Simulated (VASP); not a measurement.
# TiN (Fm-3m) in VASP: single point with PBE

Aim: the single point of TiN with PBE.

All numbers are computed with VASP 6.6.1; they aren't measurements. Logs are shortened: lines on timing, memory, paths and dates and some standing lists are left out, and cuts for length are marked.

**1. The cell of the first run**

It takes space group Fm-3m (No. 225, cubic). Conventional cell: a = 4.252 Å, b = 4.252 Å, c = 4.252 Å, α = 90.00°, β = 90.00°, γ = 90.00°. Within 2.8 Å of Ti (site symmetry m-3m) lie 6 N at 2.13 Å. Within 2.8 Å of N (site symmetry m-3m) lie 6 Ti at 2.13 Å.

**2. Single point, PBE**

INCAR

```
PREC = Accurate
ENCUT = 520
EDIFF = 1E-6
ISMEAR = 0
SIGMA = 0.1
LREAL = False
LASPH = True
NELM = 60
ALGO = Normal
ISIF = 2
LWAVE = False
LCHARG = True
GGA = PE
LELF = True
LVHAR = True
NBANDS = 16
```

KPOINTS

```
Automatic mesh
0
Gamma
  8 8 8
```

POSCAR

```
TiN
1.0
    0.0000000000      2.1259780253      2.1259780253
    2.1259780253      0.0000000000      2.1259780253
    2.1259780253      2.1259780253      0.0000000000
Ti N
1 1
Direct
    0.0000000000      0.0000000000      0.0000000000
    0.5000000000      0.5000000000      0.5000000000
```

Potentials or basis: VASP PAW PBE potentials, release 64 (Ti_sv, N).

The run is started by

```bash
$ cat potpaw_PBE.64/Ti_sv/POTCAR potpaw_PBE.64/N/POTCAR > POTCAR
$ mpirun -np 1 vasp_std > vasp.out
```

OUTCAR:

```text
PREC = Accurate
   ENCUT = 520
   EDIFF = 1E-6
   ISMEAR = 0
   LREAL = False
   LASPH = True
   NELM = 60
   ISIF = 2
   GGA = PE

 ion  position               nearest neighbor table
   1  0.000  0.000  0.000-   2 2.13   2 2.13   2 2.13   2 2.13   2 2.13   2 2.13
   2  0.500  0.500  0.500-   1 2.13   1 2.13   1 2.13   1 2.13   1 2.13   1 2.13

  LATTYP: Found a face centered cubic cell.
 ALAT       =     4.2519560506

  Lattice vectors:

 A1 = (   0.0000000000,   2.1259780253,   2.1259780253)
 A2 = (   2.1259780253,   0.0000000000,   2.1259780253)
 A3 = (   2.1259780253,   2.1259780253,   0.0000000000)

Analysis of symmetry for initial positions (statically):
=====================================================================
 Subroutine PRICEL returns:
 Original cell was already a primitive cell.

 Routine SETGRP: Setting up the symmetry group for a
 face centered cubic supercell.

 Subroutine GETGRP returns: Found 48 space group operations
 (whereof 48 operations were pure point group operations)
 out of a pool of 48 trial point group operations.

The static configuration has the point symmetry O_h .

Analysis of symmetry for dynamics (positions and initial velocities):
=====================================================================
 Subroutine PRICEL returns:
 Original cell was already a primitive cell.

 Routine SETGRP: Setting up the symmetry group for a
 face centered cubic supercell.

 Subroutine GETGRP returns: Found 48 space group operations
 (whereof 48 operations were pure point group operations)
 out of a pool of 48 trial point group operations.

The dynamic configuration has the point symmetry O_h .

 Subroutine INISYM returns: Found 48 space group operations
 (whereof 48 operations are pure point group operations),
 and found     1 'primitive' translations

----------------------------------------------------------------------------------------

                                     Primitive cell

  volume of cell :      19.2179

  direct lattice vectors                    reciprocal lattice vectors
     0.000000000  2.125978025  2.125978025    -0.235185874  0.235185874  0.235185874
     2.125978025  0.000000000  2.125978025     0.235185874 -0.235185874  0.235185874
     2.125978025  2.125978025  0.000000000     0.235185874  0.235185874 -0.235185874

  length of vectors
     3.006586957  3.006586957  3.006586957     0.407353883  0.407353883  0.407353883

  position of ions in fractional coordinates (direct lattice)
     0.000000000  0.000000000  0.000000000
     0.500000000  0.500000000  0.500000000
[... 78 lines left out ...]
   LREAL  =      F    real-space projection
   EDIFFG = 0.1E-04   stopping-criterion for IOM
   NSW    =      0    number of steps for IOM
   IBRION =     -1    ionic relax: 0-MD 1-quasi-New 2-CG
   NFREE  =      0    steps in history (QN), initial steepest desc. (CG)
   ISIF   =      2    stress and relaxation
   ISYM   =      2    0-nonsym 1-usesym 2-fastsym
   POTIM  = 0.5000    time-step for ionic-motion
   TEBEG  =    0.0;   TEEND  =   0.0 temperature during run
   PSTRESS=    0.0 pullay stress
   NELECT =      17.0000    total number of electrons
   NUPDOWN=      -1.0000    fix difference up-down
   EMIN   =  10.00;   EMAX   =-10.00  energy-range for DOS
   EFERMI =   0.00;   METHOD = LEGACY
   ISMEAR =     0;   SIGMA  =   0.10  broadening in eV -4-tet -1-fermi 0-gaus
   EFERMI_NEDOS =   21; number of points for ismear=-14 and -15
   IALGO  =     38    algorithm
   IMIX   =      4    mixing-type and parameters
     AMIX     =   0.40;   BMIX     =  1.00
     AMIX_MAG =   1.60;   BMIX_MAG =  1.00
  volume/ion in A,a.u.               =       9.61        64.84
  Fermi-wavevector in a.u.,A,eV,Ry     =   1.571529  2.969759 33.602350  2.469703
  Thomas-Fermi vector in A             =   2.673099
   LORBIT       =      0    0 simple, 1 ext, 2 COOP (PROOUT), +10 PAW based schemes
   GGA     = PE    functional components
   LHFCALC =     F    Hartree Fock is set to
   AEXX    =    0.0000 exact exchange contribution
   IVDW    =     0    specifies the selected vdW correction
   LEPSILON=     F    determine dielectric tensor
   LRPA    =     F    only Hartree local field effects (RPA)
 non-spin polarized calculation
 Gauss-broadening in eV      SIGMA  =   0.10
  energy-cutoff  :      520.00
  volume of cell :       19.22
 maximum number of plane-waves:       534
 NGX is ok and might be reduce to    24
   NGX = 11   NGY = 11   NGZ = 11

 number of electron      17.0000002 magnetization

 Free energy of the ion-electron system (eV)
  ---------------------------------------------------
  ext. energy  EPLUGINS =         0.00000000
  ---------------------------------------------------
  free energy    TOTEN  =       -19.62804074 eV

  energy without entropy =      -19.61945088  energy(sigma->0) =      -19.62374581

 E-fermi :  11.3685     XC(G=0): -12.9796

 val. band max:       11.3299756593   @ k =   0.1250   0.0000   0.0000
 cond. band min:      11.3687659465   @ k =   0.3750   0.1250   0.0000
 fundamental gap:      0.0387902872
 Fermi energy:        11.3685288296

 k-point     1 :       0.0000    0.0000    0.0000
  band No.  band energies     occupation
      1     -46.5194      2.00000
      2     -22.5047      2.00000
      3     -22.5047      2.00000
      4     -22.5047      2.00000
      5      -5.7112      2.00000
      6       9.3102      2.00000
[... 433 lines left out ...]
      3     -22.7140      2.00000
      4     -22.6117      2.00000
      5      -3.5759      2.00000
      6       4.2618      2.00000
[... 8 lines left out ...]
     15      24.0712      0.00000
     16      24.9775      0.00000

 [... further k-points ...]

------------------------ aborting loop because EDIFF is reached ----------------------------------------

  FORCE on cell =-STRESS in cart. coord.  units (eV):
  Direction    XX          YY          ZZ          XY          YZ          ZX
  --------------------------------------------------------------------------------------
  -------------------------------------------------------------------------------------
  Total       -0.0425732     -0.0425732     -0.0425732      0.0000000      0.0000000     -0.0000000
  in kB       -3.5492817     -3.5492817     -3.5492817      0.0000000      0.0000000     -0.0000000
  external PRESSURE =      -3.5492817 kB  Pullay stress =       0.0000000 kB

 VOLUME and BASIS-vectors are now :
 -----------------------------------------------------------------------------
  energy-cutoff  :      520.00
  volume of cell :       19.22
      direct lattice vectors                 reciprocal lattice vectors
     0.000000000  2.125978025  2.125978025    -0.235185874  0.235185874  0.235185874
     2.125978025  0.000000000  2.125978025     0.235185874 -0.235185874  0.235185874
     2.125978025  2.125978025  0.000000000     0.235185874  0.235185874 -0.235185874

 POSITION                                       TOTAL-FORCE (eV/Angst)
 -----------------------------------------------------------------------------------
      0.00000      0.00000      0.00000         0.000000     -0.000000     -0.000000
      2.12598      2.12598      2.12598        -0.000000      0.000000      0.000000
 -----------------------------------------------------------------------------------
    total drift:                                0.000000     -0.000000     -0.000000

  FREE ENERGIE OF THE ION-ELECTRON SYSTEM (eV)
  ---------------------------------------------------
  free  energy   TOTEN  =       -19.6280407438 eV

  energy  without entropy=      -19.6194508756  energy(sigma->0) =      -19.62374581
```

OSZICAR:

```text
N       E                     dE             d eps       ncg     rms          rms(c)
DAV:   1     0.135157946463E+03    0.13516E+03   -0.80888E+03   928   0.127E+03
DAV:   2    -0.170412208250E+02   -0.15220E+03   -0.14385E+03  1032   0.347E+02
DAV:   3    -0.246631095948E+02   -0.76219E+01   -0.75639E+01  1248   0.814E+01
DAV:   4    -0.248144778487E+02   -0.15137E+00   -0.15133E+00  1040   0.112E+01
DAV:   5    -0.248178336578E+02   -0.33558E-02   -0.33558E-02  1160   0.150E+00    0.180E+01
DAV:   6    -0.200394040643E+02    0.47784E+01   -0.13175E+01  1216   0.534E+01    0.691E+00
DAV:   7    -0.196689049935E+02    0.37050E+00   -0.16242E+00  1120   0.163E+01    0.484E+00
DAV:   8    -0.199019489775E+02   -0.23304E+00   -0.10770E+00  1200   0.154E+01    0.609E+00
DAV:   9    -0.196386984108E+02    0.26325E+00   -0.34625E-01  1016   0.923E+00    0.156E+00
DAV:  10    -0.196312806235E+02    0.74178E-02   -0.32374E-02  1144   0.202E+00    0.440E-01
DAV:  11    -0.196280962607E+02    0.31844E-02   -0.45537E-03  1336   0.850E-01    0.169E-01
DAV:  12    -0.196280471662E+02    0.49094E-04   -0.40261E-04  1072   0.191E-01    0.412E-02
DAV:  13    -0.196280428206E+02    0.43456E-05   -0.51568E-05  1176   0.969E-02    0.179E-02
DAV:  14    -0.196280408982E+02    0.19223E-05   -0.58467E-06  1032   0.277E-02    0.874E-03
DAV:  15    -0.196280407438E+02    0.15444E-06   -0.10965E-06   832   0.133E-02
   1 F= -.19628041E+02 E0= -.19623746E+02  d E =-.858987E-02
```

stdout:

```text
POSCAR found type information on POSCAR TiN
 POSCAR found :  2 types and       2 ions
 scaLAPACK will be used
 LDA part: xc-table for (Slater+PW92), standard interpolation
 POSCAR, INCAR and KPOINTS ok, starting setup
 FFT: planning ... GRIDC
 FFT: planning ... GRID_SOFT
 FFT: planning ... GRID
 WAVECAR not read
 entering main loop
```

Wall time 20 s (1 thread of AMD EPYC 7R43 (Zen 3), shared host); peak memory 0.1 GiB.

What came out:

* Free energy: -19.6280 eV
* Pressure: -0.4 GPa
